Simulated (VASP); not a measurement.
# P in VASP: a series of runs

Runs on P. Level: PBE. Tasks: single point.

Program: VASP 6.6.1. These are calculated values, not measurements. Logs are shortened: lines on timing, memory, paths and dates and some standing lists are left out, and cuts for length are marked.

## Step 1: The cell of the first run

The typed cell holds 4 atoms: a = 4.954 Å, b = 4.954 Å, c = 4.954 Å, α = 138.22°, β = 121.50°, γ = 74.44°.

The cell was generated, and may not be a known phase.

## Step 2: Single point, PBE

File INCAR:

```
  PREC = Accurate
  ENCUT = 520
  EDIFF = 1E-6
  ISMEAR = 0
  SIGMA = 0.1
  LREAL = F
  LASPH = T
  NELM = 80
  ALGO = Normal
  ISIF = 2
  LWAVE = F
  LCHARG = F
  GGA = PE
  NBANDS = 18
```

File KPOINTS:

```
regular mesh
0
Gamma
  6 6 6
```

File POSCAR:

```
P
1.0
   -1.7663547874      2.4208208032      3.9450367423
    1.7663547874     -2.4208208032      3.9450367423
    1.7663547874      2.4208208032     -3.9450367423
P
4
Direct
    0.8543780726      0.3543624832      0.5000155894
    0.6456531062      0.6456375168      0.0000155894
    0.1456219274      0.6456375168      0.4999844106
    0.3543468938      0.3543624832      0.9999844106
```

Potentials or basis: VASP PAW PBE potentials, release 64 (P).

On the command line:

```console
$ cat potpaw_PBE.64/P/POTCAR > POTCAR
$ mpirun -np 1 vasp_std > vasp.out
```

OUTCAR:

```text
PREC = Accurate
   ENCUT = 520
   EDIFF = 1E-6
   ISMEAR = 0
   LREAL = F
   LASPH = T
   NELM = 80
   ISIF = 2
   GGA = PE

 ion  position               nearest neighbor table
   1  0.854  0.354  0.500-   3 2.30   2 2.41   2 2.41   4 2.42   4 2.42
   2  0.646  0.646  0.000-   4 2.30   1 2.41   1 2.41   3 2.42   3 2.42
   3  0.146  0.646  0.500-   1 2.30   4 2.41   4 2.41   2 2.42   2 2.42
   4  0.354  0.354  1.000-   2 2.30   3 2.41   3 2.41   1 2.42   1 2.42

  LATTYP: Found a body centered orthorhombic cell.
 ALAT       =     3.5327095748
 B/A-ratio  =     1.3705178713
 C/A-ratio  =     2.2334339457

  Lattice vectors:

 A1 = (  -1.7663547874,   2.4208208032,   3.9450367423)
 A2 = (   1.7663547874,  -2.4208208032,   3.9450367423)
 A3 = (   1.7663547874,   2.4208208032,  -3.9450367423)

Analysis of symmetry for initial positions (statically):
=====================================================================
 Subroutine PRICEL returns:
 Original cell was already a primitive cell.

 Routine SETGRP: Setting up the symmetry group for a
 body centered orthorhombic supercell.

 Subroutine GETGRP returns: Found  8 space group operations
 (whereof  4 operations were pure point group operations)
 out of a pool of  8 trial point group operations.

The static configuration has the point symmetry C_2h.
 The point group associated with its full space group is D_2h.

Analysis of symmetry for dynamics (positions and initial velocities):
=====================================================================
 Subroutine PRICEL returns:
 Original cell was already a primitive cell.

 Routine SETGRP: Setting up the symmetry group for a
 body centered orthorhombic supercell.

 Subroutine GETGRP returns: Found  8 space group operations
 (whereof  4 operations were pure point group operations)
 out of a pool of  8 trial point group operations.

The dynamic configuration has the point symmetry C_2h.
 The point group associated with its full space group is D_2h.

 Subroutine INISYM returns: Found  8 space group operations
 (whereof  4 operations are pure point group operations),
 and found     1 'primitive' translations

----------------------------------------------------------------------------------------

                                     Primitive cell

  volume of cell :      67.4764

  direct lattice vectors                    reciprocal lattice vectors
    -1.766354787  2.420820803  3.945036742     0.000000000  0.206541517  0.126741532
     1.766354787 -2.420820803  3.945036742     0.283068840  0.000000000  0.126741532
     1.766354787  2.420820803 -3.945036742     0.283068840  0.206541517  0.000000000

  length of vectors
     4.954159615  4.954159615  4.954159615     0.242327906  0.310147358  0.350410282

  position of ions in fractional coordinates (direct lattice)
     0.854378073  0.354362483  0.500015589
     0.645653106  0.645637517  0.000015589
     0.145621927  0.645637517  0.499984411
     0.354346894  0.354362483  0.999984411

  ion indices of the primitive-cell ions
   primitive index   ion index
                 1           1
                 2           2
                 3           3
                 4           4

----------------------------------------------------------------------------------------

 KPOINTS: regular mesh

Automatic generation of k-mesh.
 Grid dimensions read from file:
 generate k-points for:    6    6    6

 Generating k-lattice:

  Cartesian coordinates                     Fractional coordinates (reciprocal lattice)
     0.000000000  0.034423586  0.021123589     0.166666667  0.000000000  0.000000000
     0.047178140  0.000000000  0.021123589     0.000000000  0.166666667  0.000000000
     0.047178140  0.034423586  0.000000000     0.000000000  0.000000000  0.166666667

  Length of vectors
     0.040387984  0.051691226  0.058401714

  Shift w.r.t. Gamma in fractional coordinates (k-lattice)
     0.000000000  0.000000000  0.000000000

 Subroutine IBZKPT returns following result:
 ===========================================

 Found     46 irreducible k-points:

 Following reciprocal coordinates:
            Coordinates               Weight
  0.000000  0.000000  0.000000      1.000000
  0.166667 -0.000000  0.000000      4.000000
  0.333333  0.000000  0.000000      4.000000
  0.500000  0.000000 -0.000000      2.000000
  0.000000  0.166667  0.000000      4.000000
  0.166667  0.166667  0.000000      8.000000
[... 16 lines left out ...]
 -0.166667  0.166667  0.166667      2.000000
  0.166667  0.333333  0.166667      4.000000
 [... further k-points ...]
   k-points           NKPTS =     46   k-points in BZ     NKDIM =     46   number of bands    NBANDS=     18
   number of dos      NEDOS =    301   number of ions     NIONS =      4
   total plane-waves  NPLWV =  64000
   dimension x,y,z NGX =    40 NGY =   40 NGZ =   40
   dimension x,y,z NGXF=    80 NGYF=   80 NGZF=   80
   ions per type =               4
   NGX,Y,Z   is equivalent  to a cutoff of  13.42, 13.42, 13.42 a.u.
   NGXF,Y,Z  is equivalent  to a cutoff of  26.85, 26.85, 26.85 a.u.
 SYSTEM =  unknown system
   PREC   = accura    normal or accurate (medium, high low for compatibility)
   ISTART =      0    job   : 0-new  1-cont  2-samecut
   ICHARG =      2    charge: 1-file 2-atom 10-const
   ISPIN  =      1    spin polarized calculation?
   LNONCOLLINEAR =      F non collinear calculations
   LSORBIT =      F    spin-orbit coupling
   LASPH  =      T    aspherical Exc in radial PAW
   ENCUT  =  520.0 eV  38.22 Ry    6.18 a.u.   9.21  9.21  9.21*2*pi/ulx,y,z
   NELM   =     80;   NELMIN=  2; NELMDL= -5     # of ELM steps
   EDIFF  = 0.1E-05   stopping-criterion for ELM
   LREAL  =      F    real-space projection
   EDIFFG = 0.1E-04   stopping-criterion for IOM
   NSW    =      0    number of steps for IOM
   IBRION =     -1    ionic relax: 0-MD 1-quasi-New 2-CG
   NFREE  =      0    steps in history (QN), initial steepest desc. (CG)
   ISIF   =      2    stress and relaxation
   ISYM   =      2    0-nonsym 1-usesym 2-fastsym
   POTIM  = 0.5000    time-step for ionic-motion
   TEBEG  =    0.0;   TEEND  =   0.0 temperature during run
   PSTRESS=    0.0 pullay stress
   NELECT =      20.0000    total number of electrons
   NUPDOWN=      -1.0000    fix difference up-down
   EMIN   =  10.00;   EMAX   =-10.00  energy-range for DOS
   EFERMI =   0.00;   METHOD = LEGACY
   ISMEAR =     0;   SIGMA  =   0.10  broadening in eV -4-tet -1-fermi 0-gaus
   EFERMI_NEDOS =   21; number of points for ismear=-14 and -15
   IALGO  =     38    algorithm
   IMIX   =      4    mixing-type and parameters
     AMIX     =   0.40;   BMIX     =  1.00
     AMIX_MAG =   1.60;   BMIX_MAG =  1.00
  volume/ion in A,a.u.               =      16.87       113.84
  Fermi-wavevector in a.u.,A,eV,Ry     =   1.091527  2.062686 16.210391  1.191430
  Thomas-Fermi vector in A             =   2.227774
   LORBIT       =      0    0 simple, 1 ext, 2 COOP (PROOUT), +10 PAW based schemes
   GGA     = PE    functional components
   LHFCALC =     F    Hartree Fock is set to
   AEXX    =    0.0000 exact exchange contribution
   IVDW    =     0    specifies the selected vdW correction
   LEPSILON=     F    determine dielectric tensor
   LRPA    =     F    only Hartree local field effects (RPA)
 non-spin polarized calculation
 Gauss-broadening in eV      SIGMA  =   0.10
  energy-cutoff  :      520.00
  volume of cell :       67.48
 maximum number of plane-waves:      1831
 NGX is ok and might be reduce to    40

 number of electron      19.9999999 magnetization

 Free energy of the ion-electron system (eV)
  ---------------------------------------------------
  ext. energy  EPLUGINS =         0.00000000
  ---------------------------------------------------
  free energy    TOTEN  =       -20.59857205 eV

  energy without entropy =      -20.59690882  energy(sigma->0) =      -20.59774043

 E-fermi :   7.8301     XC(G=0): -10.4448

 val. band max:        7.7644793012   @ k =   0.5000   0.5000   0.1667
 cond. band min:       7.8769393634   @ k =  -0.1667  -0.1667   0.1667
 fundamental gap:      0.1124600623
 Fermi energy:         7.8301136633

 k-point     1 :       0.0000    0.0000    0.0000
  band No.  band energies     occupation
      1      -8.1329      2.00000
      2      -2.0312      2.00000
      3      -0.8188      2.00000
      4      -0.5058      2.00000
      5       0.8656      2.00000
      6       0.9736      2.00000
[... 10 lines left out ...]
     17      13.8514      0.00000
     18      14.0801      0.00000

 k-point     2 :       0.1667   -0.0000    0.0000
  band No.  band energies     occupation
      1      -7.9138      2.00000
      2      -3.0821      2.00000
      3      -1.2539      2.00000
      4      -1.0673      2.00000
      5       1.7980      2.00000
      6       1.8182      2.00000
[... 10 lines left out ...]
     17      13.7726      0.00000
     18      14.8709      0.00000

 k-point     3 :       0.3333    0.0000    0.0000
  band No.  band energies     occupation
      1      -7.2609      2.00000
      2      -4.7468      2.00000
      3      -1.7450      2.00000
      4      -1.6595      2.00000
      5       3.4648      2.00000
      6       3.5467      2.00000
[... 10 lines left out ...]
     17      14.6579      0.00000
     18      15.6958      0.00000

 k-point     4 :       0.5000    0.0000   -0.0000
  band No.  band energies     occupation
      1      -6.1912      2.00000
      2      -6.1902      2.00000
      3      -1.8962      2.00000
      4      -1.8956      2.00000
      5       4.7832      2.00000
      6       4.7840      2.00000
[... 10 lines left out ...]
     17      15.8678      0.00000
     18      15.8680      0.00000

 k-point     5 :       0.0000    0.1667    0.0000
  band No.  band energies     occupation
      1      -7.8334      2.00000
      2      -2.0337      2.00000
      3      -1.5199      2.00000
      4      -0.4010      2.00000
      5       0.9498      2.00000
      6       1.3120      2.00000
[... 10 lines left out ...]
     17      14.5928      0.00000
     18      15.3496      0.00000

 k-point     6 :       0.1667    0.1667    0.0000
  band No.  band energies     occupation
      1      -7.5040      2.00000
      2      -3.2674      2.00000
      3      -2.2641      2.00000
      4      -0.4830      2.00000
      5       1.6391      2.00000
      6       2.0611      2.00000
[... 10 lines left out ...]
     17      15.0592      0.00000
     18      15.2890      0.00000

 k-point     7 :       0.3333    0.1667   -0.0000
  band No.  band energies     occupation
      1      -6.7460      2.00000
      2      -4.8815      2.00000
      3      -2.7137      2.00000
      4      -0.8735      2.00000
      5       2.5778      2.00000
      6       3.4150      2.00000
[... 10 lines left out ...]
     17      14.1104      0.00000
     18      14.7884      0.00000

 k-point     8 :       0.5000    0.1667    0.0000
  band No.  band energies     occupation
      1      -6.2277      2.00000
      2      -5.5806      2.00000
      3      -2.7895      2.00000
      4      -1.0097      2.00000
      5       3.1242      2.00000
      6       3.1473      2.00000
[... 10 lines left out ...]
     17      14.0561      0.00000
     18      16.0475      0.00000
[... 229 lines left out ...]
     17      14.9444      0.00000
     18      15.4943      0.00000

 k-point    20 :       0.5000    0.5000   -0.0000
  band No.  band energies     occupation
      1      -4.8440      2.00000
      2      -4.8440      2.00000
      3      -2.6782      2.00000
      4      -2.6782      2.00000
      5       1.3263      2.00000
      6       1.3263      2.00000
[... 10 lines left out ...]
     17      14.8190      0.00000
     18      14.8190      0.00000

 k-point    21 :       0.1667    0.1667    0.1667
  band No.  band energies     occupation
      1      -6.3618      2.00000
      2      -3.9144      2.00000
      3      -2.4946      2.00000
      4      -1.8437      2.00000
      5       1.4989      2.00000
      6       2.7120      2.00000
[... 10 lines left out ...]
     17      13.0699      0.00000
     18      15.7659      0.00000

 k-point    22 :       0.3333    0.1667    0.1667
  band No.  band energies     occupation
      1      -5.3240      2.00000
      2      -5.3232      2.00000
      3      -2.2986      2.00000
      4      -2.2980      2.00000
      5       2.0826      2.00000
      6       2.0831      2.00000
[... 10 lines left out ...]
     17      15.2506      0.00000
     18      15.2508      0.00000

 k-point    23 :      -0.1667    0.1667    0.1667
  band No.  band energies     occupation
      1      -7.2065      2.00000
      2      -2.4567      2.00000
      3      -0.9646      2.00000
      4      -0.8739      2.00000
      5       0.5588      2.00000
      6       1.7434      2.00000
[... 10 lines left out ...]
     17      15.7432      0.00000
     18      16.0662      0.00000

 k-point    24 :       0.1667    0.3333    0.1667
  band No.  band energies     occupation
      1      -5.6141      2.00000
      2      -3.7494      2.00000
      3      -3.5608      2.00000
      4      -1.7055      2.00000
      5       1.2387      2.00000
      6       2.7646      2.00000
[... 10 lines left out ...]
     17      13.1306      0.00000
     18      14.1278      0.00000

 [... further k-points ...]
[... 5 lines left out ...]
  --------------------------------------------------------------------------------------
  -------------------------------------------------------------------------------------
  Total       -0.0740750     -0.1013371     -0.0196605      0.0000000      0.0000000      0.0000000
  in kB       -1.7588570     -2.4061772     -0.4668252      0.0000000      0.0000000      0.0000000
  external PRESSURE =      -1.5439531 kB  Pullay stress =       0.0000000 kB

 VOLUME and BASIS-vectors are now :
 -----------------------------------------------------------------------------
  energy-cutoff  :      520.00
  volume of cell :       67.48
      direct lattice vectors                 reciprocal lattice vectors
    -1.766354787  2.420820803  3.945036742     0.000000000  0.206541517  0.126741532
     1.766354787 -2.420820803  3.945036742     0.283068840  0.000000000  0.126741532
     1.766354787  2.420820803 -3.945036742     0.283068840  0.206541517  0.000000000

 POSITION                                       TOTAL-FORCE (eV/Angst)
 -----------------------------------------------------------------------------------
      0.00000      2.42090      2.79595        -0.000000     -0.000438     -0.025365
      0.00000      0.00008      5.09413        -0.000000     -0.000438      0.025365
      1.76635     -0.00008      1.14909         0.000000      0.000438      0.025365
      1.76635      2.42075     -1.14909         0.000000      0.000438     -0.025365
 -----------------------------------------------------------------------------------
    total drift:                                0.000000      0.000000     -0.000000

  FREE ENERGIE OF THE ION-ELECTRON SYSTEM (eV)
  ---------------------------------------------------
  free  energy   TOTEN  =       -20.5985720501 eV

  energy  without entropy=      -20.5969088192  energy(sigma->0) =      -20.59774043
```

It took 65 s on 1 thread of AMD EPYC 7R13 (Zen 3), shared host; peak memory 0.2 GiB.

What came out:

| Quantity | Value |
| --- | --- |
| Free energy | -20.5986 eV |
| Pressure | -0.2 GPa |
| Largest force | 0.025 eV/Å |
| Band gap on the k mesh | zero (bands 10 and 11 overlap by 1.34 eV) |

Forces in eV/Å, atoms in the order of the input:
```
P    0.000  0.000 -0.025
P    0.000  0.000  0.025
P    0.000  0.000  0.025
P    0.000  0.000 -0.025
```

Levels at points of the mesh, in eV from the Fermi level:
```
           k point  band 8  band 9  band 10  band 11  band 12  band 13
(0.00, 0.00, 0.00)   -3.63   -1.40    -0.73     0.67     3.10     4.94
(0.50, 0.00, 0.00)   -2.57   -2.10    -2.09     1.75     1.75     2.02
(0.00, 0.50, 0.00)   -4.93   -3.82    -0.59     1.34     2.34     2.71
(0.50, 0.50, 0.00)   -2.05   -1.39    -1.39    -0.14    -0.14     1.60
(0.50, 0.50, 0.50)   -2.55   -1.62    -0.49     1.62     2.60     2.98
```

## Step 3: Single point, PBE

This run uses another cell than the first one: it holds 2 atoms, not 4.

File INCAR:

```
ALGO = Normal
EDIFF = 1E-7
ENCUT = 520
GGA = PE
ISIF = 2
ISMEAR = 0
LASPH = True
LCHARG = False
LREAL = False
LWAVE = False
NBANDS = 12
NELM = 100
PREC = Accurate
SIGMA = 0.1
```

File KPOINTS:

```
k-points
0
Gamma
  18 18 20
```

File POSCAR:

```
P
1.0
    1.6260114014     -5.8697486880      0.0000000000
    1.6260114014      5.8697486880      0.0000000000
    0.0000000000      0.0000000000      2.6308225025
P
2
Direct
    0.6852062718      0.3147937282      0.0000000000
    0.3147937282      0.6852062718      0.0000000000
```

Potentials or basis: VASP PAW PBE potentials, release 64 (P).

On the command line:

```console
$ cat potpaw_PBE.64/P/POTCAR > POTCAR
$ mpirun -np 1 vasp_std > vasp.out
```

It took 13 min on 1 thread of AMD EPYC 7R13 (Zen 3), shared host; peak memory 0.53 GiB.

The run converged. Its results:

```yaml
Free_energy: -10.3919 eV
Pressure: -0.2 GPa
Largest_force: 0.056 eV/Å
Band_gap_on_the_k_mesh: zero (bands 5 and 6 overlap by 4.42 eV)
```

Forces in eV/Å, atoms in the order of the input:
```
P    0.000 -0.056  0.000
P    0.000  0.056  0.000
```

Stress tensor (GPa, compression positive):
```
-0.28  0.00  0.00
 0.00 -0.28  0.00
 0.00  0.00 -0.07
```

Levels at points of the mesh, in eV from the Fermi level:
| k point | band 2 | band 3 | band 4 | band 5 | band 6 | band 7 | band 8 | band 9 |
| --- | --- | --- | --- | --- | --- | --- | --- | --- |
| (0.00, 0.00, 0.00) | -8.85 | -3.31 | -3.12 | 0.81 | 3.38 | 3.40 | 5.54 | 7.31 |
| (0.50, 0.00, 0.00) | -11.95 | -4.94 | -4.77 | 1.79 | 1.83 | 5.62 | 5.64 | 7.80 |
| (0.50, 0.50, 0.00) | -9.05 | -3.13 | -2.45 | 0.47 | 3.39 | 3.50 | 3.86 | 6.98 |
| (0.00, 0.00, 0.50) | -7.13 | -5.25 | -2.39 | -1.15 | -0.48 | 4.03 | 5.26 | 5.55 |
| (0.50, 0.00, 0.50) | -8.87 | -4.54 | -4.51 | -2.10 | -1.93 | 3.91 | 4.00 | 4.70 |
| (0.50, 0.50, 0.50) | -7.11 | -5.43 | -2.53 | -1.16 | 0.12 | 3.95 | 5.62 | 6.80 |

## Step 4: Single point, PBE

This run uses another cell than the first one: it holds 2 atoms, not 4.

File INCAR:

```
SYSTEM = P
PREC = Accurate
ENCUT = 520
EDIFF = 1E-7
ISMEAR = 0
SIGMA = 0.1
LREAL = .False.
LASPH = .True.
NELM = 100
ALGO = Normal
ISIF = 2
LWAVE = .False.
LCHARG = .True.
GGA = PE
LELF = .True.
LVHAR = .True.
NBANDS = 12
```

File KPOINTS:

```
Automatic mesh
0
Gamma
  18 18 22
  0 0 0
```

File POSCAR:

```
P
1.0
    1.6240253704     -5.8735757094      0.0000000000
    1.6240253704      5.8735757094      0.0000000000
    0.0000000000      0.0000000000      2.6401886394
P
2
Direct
    0.6854199752      0.3145800248      0.0000000000
    0.3145800248      0.6854199752      0.0000000000
```

On the command line:

```console
$ cat potpaw_PBE.64/P/POTCAR > POTCAR
$ mpirun -np 1 vasp_std > vasp.out
```

Wall time 15 min (1 thread of AMD EPYC 7R13 (Zen 3), shared host); peak memory 0.56 GiB.

Results (log left out):

```yaml
Free_energy: -10.3932 eV
Pressure: -0.2 GPa
Largest_force: 0.069 eV/Å
Band_gap_on_the_k_mesh: zero (bands 5 and 6 overlap by 4.44 eV)
```

Forces in eV/Å, atoms in the order of the input:
```
P    0.000 -0.069  0.000
P    0.000  0.069  0.000
```

Stress tensor (GPa, compression positive):
```
-0.29  0.00  0.00
 0.00 -0.32  0.00
 0.00  0.00 -0.10
```

Levels at points of the mesh, in eV from the Fermi level:
| k point | band 3 | band 4 | band 5 | band 6 | band 7 | band 8 |
| --- | --- | --- | --- | --- | --- | --- |
| (0.00, 0.00, 0.00) | -3.28 | -3.09 | 0.85 | 3.27 | 3.45 | 5.55 |
| (0.50, 0.00, 0.00) | -4.91 | -4.75 | 1.84 | 1.87 | 5.53 | 5.54 |
| (0.50, 0.50, 0.00) | -3.10 | -2.43 | 0.52 | 3.28 | 3.56 | 3.88 |
| (0.00, 0.00, 0.50) | -5.26 | -2.34 | -1.17 | -0.49 | 4.02 | 5.28 |
| (0.50, 0.00, 0.50) | -4.50 | -4.47 | -2.11 | -1.95 | 3.93 | 4.02 |
| (0.50, 0.50, 0.50) | -5.45 | -2.48 | -1.18 | 0.11 | 3.95 | 5.64 |

## Step 5: Overview

```csv
cell,k mesh,gap on the mesh (eV),pressure (GPa),largest force (eV/Å)
"a = 4.954 Å, angles 138.2, 121.5, 74.4°, 4 atoms, atomic positions A",6 × 6 × 6,none,-0.2,0.03
"a = 6.091, b = 6.091, c = 2.631 Å, angles 90.0, 90.0, 149.0°, 2 atoms, atomic positions B",18 × 18 × 20,none,-0.2,0.06
"a = 6.094, b = 6.094, c = 2.640 Å, angles 90.0, 90.0, 149.1°, 2 atoms, atomic positions C",18 × 18 × 22,none,-0.2,0.07
```

Alike in all rows: task single point; level PBE; potentials or basis VASP PAW PBE potentials, release 64 (P); no spin polarisation; cutoff (eV) 520; smearing gaussian 0.1 eV.

Total energies depend on the potentials used, so only differences within one code and one set of settings carry meaning.

The gap in the log of VASP goes by the Fermi energy; the results here count the filled bands.